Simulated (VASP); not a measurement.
# CaMg2 (P6_3/mmc) in VASP: a series of runs

The runs below take CaMg2 through single point, with LDA.

All numbers are computed with VASP 6.6.1; they aren't measurements. Logs are shortened: lines on timing, memory, paths and dates and some standing lists are left out, and cuts for length are marked.

### Step 1. The cell of the first run

It takes space group P6_3/mmc (No. 194, hexagonal). The conventional cell has a = 3.468 Å, b = 3.468 Å, c = 16.799 Å, α = 90.00°, β = 90.00°, γ = 120.00°. Within 4.6 Å of Ca (site symmetry -6m2) lie 6 Ca at 3.47 Å and 6 Mg at 3.50 Å. Within 4.4 Å of Mg (site symmetry 3m) lie 9 Mg at 3.33 to 3.47 Å and 3 Ca at 3.50 Å.

### Step 2. Single point, LDA

INCAR reads:

```
  ALGO = Normal
  EDIFF = 1E-6
  ENCUT = 600
  GGA = CA
  GGA_COMPAT = F
  ISIF = 2
  ISMEAR = -1
  LASPH = T
  LCHARG = T
  LELF = T
  LREAL = F
  LVHAR = T
  LWAVE = F
  NBANDS = 23
  NELM = 120
  PREC = Accurate
  SIGMA = 0.1
```

KPOINTS reads:

```
k-points
0
Gamma
  7 7 2
```

POSCAR reads:

```
CaMg2
1.0
    3.4682900000      0.0000000000      0.0000000000
   -1.7341450000      3.0036272477      0.0000000000
    0.0000000000      0.0000000000     16.7985200000
Ca Mg
2 4
Direct
    0.3333333333      0.6666666667      0.7500000000
    0.6666666667      0.3333333333      0.2500000000
    0.6666666667      0.3333333333      0.5790600000
    0.3333333333      0.6666666667      0.0790600000
    0.3333333333      0.6666666667      0.4209400000
    0.6666666667      0.3333333333      0.9209400000
```

Potentials or basis: VASP PAW LDA potentials, release 64 (Ca_sv, Mg).

Started as:

```bash
> cat potpaw_LDA.64/Ca_sv/POTCAR potpaw_LDA.64/Mg/POTCAR > POTCAR
> mpirun -np 1 vasp_std > vasp.out
```

OUTCAR:

```text
EDIFF = 1E-6
   ENCUT = 600
   GGA = CA
   ISIF = 2
   ISMEAR = -1
   LASPH = T
   LREAL = F
   NELM = 120
   PREC = Accurate

 ion  position               nearest neighbor table
   1  0.333  0.667  0.750-
   2  0.667  0.333  0.250-
   3  0.667  0.333  0.579-   5 3.33   5 3.33   5 3.33
   4  0.333  0.667  0.079-   6 3.33   6 3.33   6 3.33
   5  0.333  0.667  0.421-   3 3.33   3 3.33   3 3.33
   6  0.667  0.333  0.921-   4 3.33   4 3.33   4 3.33

  LATTYP: Found a hexagonal cell.
 ALAT       =     3.4682900000
 C/A-ratio  =     4.8434588803

  Lattice vectors:

 A1 = (   3.4682900000,   0.0000000000,   0.0000000000)
 A2 = (  -1.7341450000,   3.0036272477,   0.0000000000)
 A3 = (   0.0000000000,   0.0000000000,  16.7985200000)

Analysis of symmetry for initial positions (statically):
=====================================================================
 Subroutine PRICEL returns:
 Original cell was already a primitive cell.

 Routine SETGRP: Setting up the symmetry group for a
 hexagonal supercell.

 Subroutine GETGRP returns: Found 24 space group operations
 (whereof 12 operations were pure point group operations)
 out of a pool of 24 trial point group operations.

The static configuration has the point symmetry D_3d.
 The point group associated with its full space group is D_6h.

Analysis of symmetry for dynamics (positions and initial velocities):
=====================================================================
 Subroutine PRICEL returns:
 Original cell was already a primitive cell.

 Routine SETGRP: Setting up the symmetry group for a
 hexagonal supercell.

 Subroutine GETGRP returns: Found 24 space group operations
 (whereof 12 operations were pure point group operations)
 out of a pool of 24 trial point group operations.

The dynamic configuration has the point symmetry D_3d.
 The point group associated with its full space group is D_6h.

 Subroutine INISYM returns: Found 24 space group operations
 (whereof 12 operations are pure point group operations),
 and found     1 'primitive' translations

----------------------------------------------------------------------------------------

                                     Primitive cell

  volume of cell :     174.9977

  direct lattice vectors                    reciprocal lattice vectors
     3.468290000  0.000000000  0.000000000     0.288326524  0.166465396  0.000000000
    -1.734145000  3.003627248  0.000000000     0.000000000  0.332930793  0.000000000
     0.000000000  0.000000000 16.798520000     0.000000000  0.000000000  0.059529054

  length of vectors
     3.468290000  3.468290000 16.798520000     0.332930793  0.332930793  0.059529054

  position of ions in fractional coordinates (direct lattice)
     0.333333333  0.666666667  0.750000000
     0.666666667  0.333333333  0.250000000
     0.666666667  0.333333333  0.579060000
     0.333333333  0.666666667  0.079060000
     0.333333333  0.666666667  0.420940000
     0.666666667  0.333333333  0.920940000

  ion indices of the primitive-cell ions
   primitive index   ion index
                 1           1
                 2           2
                 3           3
                 4           4
                 5           5
                 6           6

----------------------------------------------------------------------------------------

 KPOINTS: k-points

Automatic generation of k-mesh.
 Grid dimensions read from file:
 generate k-points for:    7    7    2

 Generating k-lattice:

  Cartesian coordinates                     Fractional coordinates (reciprocal lattice)
     0.041189503  0.023780771  0.000000000     0.142857143 -0.000000000  0.000000000
     0.000000000  0.047561542  0.000000000     0.000000000  0.142857143  0.000000000
     0.000000000  0.000000000  0.029764527     0.000000000  0.000000000  0.500000000

  Length of vectors
     0.047561542  0.047561542  0.029764527

  Shift w.r.t. Gamma in fractional coordinates (k-lattice)
     0.000000000  0.000000000  0.000000000

 Subroutine IBZKPT returns following result:
 ===========================================

 Found     16 irreducible k-points:

 Following reciprocal coordinates:
            Coordinates               Weight
  0.000000  0.000000  0.000000      1.000000
  0.142857 -0.000000  0.000000      6.000000
  0.285714 -0.000000  0.000000      6.000000
  0.428571 -0.000000  0.000000      6.000000
  0.142857  0.142857  0.000000      6.000000
  0.285714  0.142857  0.000000     12.000000
[... 8 lines left out ...]
  0.428571  0.142857  0.500000      6.000000
  0.285714  0.285714  0.500000      6.000000
   k-points           NKPTS =     16   k-points in BZ     NKDIM =     16   number of bands    NBANDS=     23
   number of dos      NEDOS =    301   number of ions     NIONS =      6
   total plane-waves  NPLWV = 109760
   dimension x,y,z NGX =    28 NGY =   28 NGZ =  140
   dimension x,y,z NGXF=    56 NGYF=   56 NGZF=  280
   ions per type =               2   4
   NGX,Y,Z   is equivalent  to a cutoff of  13.42, 13.42, 13.86 a.u.
   NGXF,Y,Z  is equivalent  to a cutoff of  26.84, 26.84, 27.71 a.u.
 SYSTEM =  unknown system
   PREC   = accura    normal or accurate (medium, high low for compatibility)
   ISTART =      0    job   : 0-new  1-cont  2-samecut
   ICHARG =      2    charge: 1-file 2-atom 10-const
   ISPIN  =      1    spin polarized calculation?
   LNONCOLLINEAR =      F non collinear calculations
   LSORBIT =      F    spin-orbit coupling
   LASPH  =      T    aspherical Exc in radial PAW
   ENCUT  =  600.0 eV  44.10 Ry    6.64 a.u.   6.93  6.93 33.55*2*pi/ulx,y,z
   NELM   =    120;   NELMIN=  2; NELMDL= -5     # of ELM steps
   EDIFF  = 0.1E-05   stopping-criterion for ELM
   LREAL  =      F    real-space projection
   EDIFFG = 0.1E-04   stopping-criterion for IOM
   NSW    =      0    number of steps for IOM
   IBRION =     -1    ionic relax: 0-MD 1-quasi-New 2-CG
   NFREE  =      0    steps in history (QN), initial steepest desc. (CG)
   ISIF   =      2    stress and relaxation
   ISYM   =      2    0-nonsym 1-usesym 2-fastsym
   POTIM  = 0.5000    time-step for ionic-motion
   TEBEG  =    0.0;   TEEND  =   0.0 temperature during run
   PSTRESS=    0.0 pullay stress
   NELECT =      28.0000    total number of electrons
   NUPDOWN=      -1.0000    fix difference up-down
   EMIN   =  10.00;   EMAX   =-10.00  energy-range for DOS
   EFERMI =   0.00;   METHOD = LEGACY
   ISMEAR =    -1;   SIGMA  =   0.10  broadening in eV -4-tet -1-fermi 0-gaus
   EFERMI_NEDOS =   21; number of points for ismear=-14 and -15
   IALGO  =     38    algorithm
   IMIX   =      4    mixing-type and parameters
     AMIX     =   0.40;   BMIX     =  1.00
     AMIX_MAG =   1.60;   BMIX_MAG =  1.00
  volume/ion in A,a.u.               =      29.17       196.82
  Fermi-wavevector in a.u.,A,eV,Ry     =   0.888758  1.679508 10.747108  0.789890
  Thomas-Fermi vector in A             =   2.010229
   LORBIT       =      0    0 simple, 1 ext, 2 COOP (PROOUT), +10 PAW based schemes
   GGA     = CA    functional components
   LHFCALC =     F    Hartree Fock is set to
   AEXX    =    0.0000 exact exchange contribution
   IVDW    =     0    specifies the selected vdW correction
   LEPSILON=     F    determine dielectric tensor
   LRPA    =     F    only Hartree local field effects (RPA)
 non-spin polarized calculation
  energy-cutoff  :      600.00
  volume of cell :      175.00
 maximum number of plane-waves:      5862
 NGX is ok and might be reduce to    28
   NGX = 13   NGY = 13   NGZ = 67

 number of electron      28.0000002 magnetization

 Free energy of the ion-electron system (eV)
  ---------------------------------------------------
  ext. energy  EPLUGINS =         0.00000000
  ---------------------------------------------------
  free energy    TOTEN  =       -11.30751443 eV

  energy without entropy =      -11.16649334  energy(sigma->0) =      -11.23700388

 E-fermi :   2.0339     XC(G=0):  -8.3840

 val. band max:        2.0095344272   @ k =   0.4286  -0.0000   0.5000
 cond. band min:       2.0708574404   @ k =   0.1429   0.1429   0.0000
 fundamental gap:      0.0613230133
 Fermi energy:         2.0339239321

 k-point     1 :       0.0000    0.0000    0.0000
  band No.  band energies     occupation
      1     -38.9250      2.00000
      2     -38.9250      2.00000
      3     -20.2139      2.00000
      4     -20.2139      2.00000
      5     -20.0810      2.00000
      6     -20.0810      2.00000
[... 15 lines left out ...]
     22       5.2173      0.00000
     23       6.2974      0.00000

 k-point     2 :       0.1429   -0.0000    0.0000
  band No.  band energies     occupation
      1     -38.9162      2.00000
      2     -38.9162      2.00000
      3     -20.2028      2.00000
      4     -20.2028      2.00000
      5     -20.1524      2.00000
      6     -20.1524      2.00000
[... 15 lines left out ...]
     22       5.3864      0.00000
     23       5.9294      0.00000

 k-point     3 :       0.2857   -0.0000    0.0000
  band No.  band energies     occupation
      1     -38.8964      2.00000
      2     -38.8963      2.00000
      3     -20.3092      2.00000
      4     -20.3092      2.00000
      5     -20.1777      2.00000
      6     -20.1777      2.00000
[... 15 lines left out ...]
     22       5.5135      0.00000
     23       5.7790      0.00000

 k-point     4 :       0.4286   -0.0000    0.0000
  band No.  band energies     occupation
      1     -38.8804      2.00000
      2     -38.8804      2.00000
      3     -20.4316      2.00000
      4     -20.4316      2.00000
      5     -20.1616      2.00000
      6     -20.1616      2.00000
[... 15 lines left out ...]
     22       4.4811      0.00000
     23       5.5738      0.00000

 k-point     5 :       0.1429    0.1429    0.0000
  band No.  band energies     occupation
      1     -38.9019      2.00000
      2     -38.9019      2.00000
      3     -20.2560      2.00000
      4     -20.2560      2.00000
      5     -20.1847      2.00000
      6     -20.1847      2.00000
[... 15 lines left out ...]
     22       5.6300      0.00000
     23       5.6770      0.00000

 k-point     6 :       0.2857    0.1429    0.0000
  band No.  band energies     occupation
      1     -38.8839      2.00000
      2     -38.8839      2.00000
      3     -20.3748      2.00000
      4     -20.3748      2.00000
      5     -20.1864      2.00000
      6     -20.1864      2.00000
[... 15 lines left out ...]
     22       4.6399      0.00000
     23       5.0424      0.00000

 k-point     7 :       0.4286    0.1429    0.0000
  band No.  band energies     occupation
      1     -38.8759      2.00000
      2     -38.8759      2.00000
      3     -20.4261      2.00000
      4     -20.4261      2.00000
      5     -20.2105      2.00000
      6     -20.2105      2.00000
[... 145 lines left out ...]
     22       4.3906      0.00000
     23       5.5827      0.00000

 k-point    13 :       0.1429    0.1429    0.5000
  band No.  band energies     occupation
      1     -38.9019      2.00000
      2     -38.9019      2.00000
      3     -20.2560      2.00000
      4     -20.2560      2.00000
      5     -20.1847      2.00000
      6     -20.1847      2.00000
[... 15 lines left out ...]
     22       5.5622      0.00000
     23       5.7352      0.00000

 k-point    14 :       0.2857    0.1429    0.5000
  band No.  band energies     occupation
      1     -38.8839      2.00000
      2     -38.8839      2.00000
      3     -20.3748      2.00000
      4     -20.3748      2.00000
      5     -20.1864      2.00000
      6     -20.1864      2.00000
[... 15 lines left out ...]
     22       4.6424      0.00000
     23       5.0106      0.00000

 k-point    15 :       0.4286    0.1429    0.5000
  band No.  band energies     occupation
      1     -38.8759      2.00000
      2     -38.8759      2.00000
      3     -20.4261      2.00000
      4     -20.4261      2.00000
      5     -20.2105      2.00000
      6     -20.2105      2.00000
[... 15 lines left out ...]
     22       4.1345      0.00000
     23       4.9065      0.00000

 k-point    16 :       0.2857    0.2857    0.5000
  band No.  band energies     occupation
      1     -38.8740      2.00000
      2     -38.8740      2.00000
      3     -20.3765      2.00000
      4     -20.3765      2.00000
      5     -20.2807      2.00000
      6     -20.2807      2.00000
[... 15 lines left out ...]
     22       3.8532      0.00000
     23       4.5727      0.00000

------------------------ aborting loop because EDIFF is reached ----------------------------------------

  FORCE on cell =-STRESS in cart. coord.  units (eV):
  Direction    XX          YY          ZZ          XY          YZ          ZX
  --------------------------------------------------------------------------------------
  -------------------------------------------------------------------------------------
  Total       -1.6532214     -1.6532214     -3.3915098     -0.0000000      0.0000000      0.0000000
  in kB      -15.1359309    -15.1359309    -31.0506856     -0.0000000      0.0000000      0.0000000
  external PRESSURE =     -20.4408491 kB  Pullay stress =       0.0000000 kB

 VOLUME and BASIS-vectors are now :
 -----------------------------------------------------------------------------
  energy-cutoff  :      600.00
  volume of cell :      175.00
      direct lattice vectors                 reciprocal lattice vectors
     3.468290000  0.000000000  0.000000000     0.288326524  0.166465396  0.000000000
    -1.734145000  3.003627248  0.000000000     0.000000000  0.332930793  0.000000000
     0.000000000  0.000000000 16.798520000     0.000000000  0.000000000  0.059529054

 POSITION                                       TOTAL-FORCE (eV/Angst)
 -----------------------------------------------------------------------------------
     -0.00000      2.00242     12.59889        -0.000000     -0.000000      0.000000
      1.73415      1.00121      4.19963         0.000000      0.000000      0.000000
      1.73415      1.00121      9.72735        -0.000000      0.000000      0.002897
     -0.00000      2.00242      1.32809        -0.000000     -0.000000      0.002897
     -0.00000      2.00242      7.07117        -0.000000     -0.000000     -0.002897
      1.73415      1.00121     15.47043        -0.000000      0.000000     -0.002897
 -----------------------------------------------------------------------------------
    total drift:                               -0.000000      0.000000     -0.000000

  FREE ENERGIE OF THE ION-ELECTRON SYSTEM (eV)
  ---------------------------------------------------
  free  energy   TOTEN  =       -11.3075144345 eV

  energy  without entropy=      -11.1664933352  energy(sigma->0) =      -11.23700388
```

Run time: 72 s. Hardware: 1 thread of Intel Xeon Platinum 8488C (Sapphire Rapids), shared host; peak memory 0.28 GiB.

Results:

```yaml
Free_energy: -11.3075 eV
Pressure: -2.0 GPa
Band_gap_on_the_k_mesh: zero (bands 14 and 15 overlap by 1.04 eV)
```

Forces on the atoms (eV/Å):
```
Ca   0.000  0.000  0.000
Ca   0.000  0.000  0.000
Mg   0.000  0.000  0.003
Mg   0.000  0.000  0.003
Mg   0.000  0.000 -0.003
Mg   0.000  0.000 -0.003
```

Stress tensor (GPa, compression positive):
```
-1.51  0.00  0.00
 0.00 -1.51  0.00
 0.00  0.00 -3.11
```

Levels at points of the mesh, in eV from the Fermi level:
| k point | band 10 | band 11 | band 12 | band 13 | band 14 | band 15 | band 16 | band 17 | band 18 | band 19 |
| --- | --- | --- | --- | --- | --- | --- | --- | --- | --- | --- |
| (0.00, 0.00, 0.00) | -5.46 | -4.58 | -3.50 | -3.03 | -1.06 | -0.74 | 0.79 | 2.77 | 2.77 | 2.77 |
| (0.00, 0.00, 0.50) | -5.61 | -4.17 | -4.17 | -2.13 | -2.13 | 0.25 | 0.25 | 2.77 | 2.77 | 2.77 |

### Step 3. Single point, LDA

INCAR reads:

```
SYSTEM = CaMg2
PREC     = Accurate       ! precision mode
ENCUT    = 600            ! plane-wave cutoff, eV
EDIFF    = 1E-6           ! SCF threshold, eV
ISMEAR   = -1             ! smearing method
SIGMA    = 0.1            ! smearing width, eV
LREAL    = .False.        ! projectors in reciprocal space
LASPH    = .True.         ! aspherical terms in the spheres
NELM     = 120            ! most SCF steps
ALGO     = Normal         ! electronic algorithm
ISIF     = 2              ! what is computed and relaxed
LWAVE    = .False.        ! write WAVECAR
LCHARG   = .True.         ! write CHGCAR
GGA      = CA             ! functional
LELF     = .True.         ! ELF
LVHAR    = .True.       
NBANDS   = 23             ! bands
GGA_COMPAT= .False.
```

KPOINTS reads:

```
regular mesh
0
Gamma
  9 9 2
  0 0 0
```

POSCAR is that of step 2.

Potentials or basis: VASP PAW LDA potentials, release 64 (Ca_sv, Mg).

Started as:

```bash
> cat potpaw_LDA.64/Ca_sv/POTCAR potpaw_LDA.64/Mg/POTCAR > POTCAR
> mpirun -np 1 vasp_std > vasp.out
```

Run time: 96 s. Hardware: 1 thread of Intel Xeon Platinum 8488C (Sapphire Rapids), shared host; peak memory 0.32 GiB.

The run converged. Its results:

```yaml
Free_energy: -11.2730 eV
Pressure: -2.0 GPa
Largest_force: 0.066 eV/Å
Band_gap_on_the_k_mesh: zero (bands 14 and 15 overlap by 1.13 eV)
```

Forces in eV/Å, atoms in the order of the input:
```
Ca   0.000  0.000  0.000
Ca   0.000  0.000  0.000
Mg   0.000  0.000 -0.066
Mg   0.000  0.000 -0.066
Mg   0.000  0.000  0.066
Mg   0.000  0.000  0.066
```

Stress tensor (GPa, compression positive):
```
-1.19  0.00  0.00
 0.00 -1.19  0.00
 0.00  0.00 -3.60
```

Levels at points of the mesh, in eV from the Fermi level:
```csv
k point,band 10,band 11,band 12,band 13,band 14,band 15,band 16,band 17,band 18,band 19
"(0.00, 0.00, 0.00)",-5.41,-4.56,-3.47,-3.01,-1.05,-0.71,0.81,2.77,2.77,2.77
"(0.00, 0.00, 0.50)",-5.57,-4.15,-4.15,-2.11,-2.11,0.27,0.27,2.77,2.77,2.77
```
